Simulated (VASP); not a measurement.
Runs of VASP 6.6.1 on AlRu. The structure is that of space group Pm-3m (No. 221), or close to it. The cells are those of the table. 

```tsv
cell	further INCAR settings	gap on the mesh (eV)	pressure (GPa)
a = 3.081, b = 3.081, c = 2.902 Å, 2 atoms	ALGO = Fast; EDIFF = 1e-07; NBANDS = 16	none	(a)
a = 3.081, b = 3.081, c = 3.036 Å, 2 atoms	ALGO = Fast; EDIFF = 1e-06; NBANDS = 16	none	-11.0
a = 3.036, b = 3.036, c = 2.902 Å, 2 atoms	ALGO = Fast; EDIFF = 1e-06; NBANDS = 16	none	3.0
a = 2.902, b = 2.902, c = 3.036 Å, 2 atoms	ALGO = Fast; EDIFF = 1e-06; NBANDS = 16	none	13.8
a = 3.036, b = 3.036, c = 3.081 Å, 2 atoms	ALGO = Fast; EDIFF = 1e-07; NBANDS = 16	none	-8.6
a = 3.036, b = 3.036, c = 2.947 Å, 2 atoms	ALGO = Fast; EDIFF = 1e-07; NBANDS = 16	none	-0.4
a = 2.947, b = 2.947, c = 3.081 Å, 2 atoms	ALGO = Fast; EDIFF = 1e-06; NBANDS = 16	none	2.9
a = 2.992, b = 2.992, c = 3.036 Å, 2 atoms	ALGO = Fast; EDIFF = 1e-06; NBANDS = 16	none	(b)
a = 3.036 Å, 2 atoms	ALGO = Fast; EDIFF = 1e-07; NBANDS = 16	none	(d)
a = 2.947, b = 2.947, c = 3.036 Å, 2 atoms	ALGO = Fast; EDIFF = 1e-06; NBANDS = 16	none	6.1
a = 2.902, b = 2.902, c = 3.081 Å, 2 atoms	ALGO = Fast; EDIFF = 1e-06; NBANDS = 16	none	10.2
a = 2.992, b = 2.992, c = 2.902 Å, 2 atoms	ALGO = Fast; EDIFF = 1e-06; NBANDS = 16	none	(c)
```

Alike in all rows: task single point; level PBE; potentials or basis VASP PAW PBE potentials, release 64 (Al, Ru_pv); no spin polarisation; k mesh 16 × 16 × 16; cutoff (eV) 520; smearing gaussian 0.15 eV.

Task: Estimate the missing entries.

Result: (a) -2.8; (b) -0.5; (c) 9.7; (d) -6.1.

A k mesh can miss the band edges, and the runs leave out spin-orbit coupling on Ru.

A gap of «none» marks levels without a gap at the run's occupations.
